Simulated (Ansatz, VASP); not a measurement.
**One calculation of Al2Cu, two programs**

The input INCAR:

```
SYSTEM = Al2Cu
  PREC = Accurate
  ENCUT = 600
  EDIFF = 1E-7
  ISMEAR = 0
  SIGMA = 0.1
  LREAL = .False.
  LASPH = .True.
  NELM = 80
  ALGO = Fast
  ISIF = 3
  LWAVE = .False.
  LCHARG = .False.
  GGA = PE
  IBRION = 2
  NSW = 80
  EDIFFG = -0.01
```

Contents of KPOINTS:

```
regular mesh
0
Gamma
  10 10 14
  0 0 0
```

Contents of POSCAR:

```
Al2Cu
1.0
    4.1051820000      0.0000000000      0.0000000000
    0.0000000000      4.1051820000      0.0000000000
    0.0000000000      0.0000000000      2.8913130000
Al Cu
2 1
Direct
    0.5000000000      0.0000000000      0.5000000000
    0.0000000000      0.5000000000      0.5000000000
    0.0000000000      0.0000000000      0.0000000000
```

Input for Ansatz:

```yaml
crystal:
  lattice:
    - [4.105182, 0.0, 0.0]
    - [0.0, 4.105182, 0.0]
    - [0.0, 0.0, 2.891313]
  atoms:
    - { symbol: Al, position: [0.5, 0.0, 0.5] }
    - { symbol: Al, position: [0.0, 0.5, 0.5] }
    - { symbol: Cu, position: [0.0, 0.0, 0.0] }
basis:
  ecutwfc: 650
kpoints:
  mp_grid: { grid: [10, 10, 14] }
hamiltonian:
  xc: pbe
scf:
  occupations: { method: gaussian, width: 0.1 }
output:
  forces: true
  stress: true
  eigenvalues: true
  write_density: true
  write_potential: true
  elf: true
  volumetric_format: npy
relax:
  adjacent_minimum: "off"
  f_tol: 0.01
  max_steps: 60
  cell: { stress_tol: 0.05 }
```

Alike in both runs: task relaxation of cell and atoms; functional PBE; k mesh 10 × 10 × 14; occupations gaussian, width 0.1 eV; no spin polarisation.

```csv
,VASP,Ansatz
version,VASP 6.6.1,Ansatz 0.2.0
potentials or method,"VASP PAW PBE potentials, release 64 (Al, Cu), cutoff 600 eV","scalar-relativistic, plane waves, PAW"
valence electrons in the cell,17,25
```

```csv
,VASP,Ansatz,Ansatz less VASP
"gap on the k mesh at the Fermi level, each at its own relaxed structure (eV)",none,none,-
relaxed volume (Å³/atom),16.36,16.33,-0.026
relaxed length of the cell vector where the two differ most in proportion (Å),2.887,2.885,-0.0018
```

A gap of «none» marks a metal or a gap that the smearing closes. VASP's potentials hold 17 valence electrons a cell and Ansatz's 25, so a difference there can come from the potentials and not from the codes.

Noted on VASP's run: too few bands were computed for a metal, which touches its energy and stress.
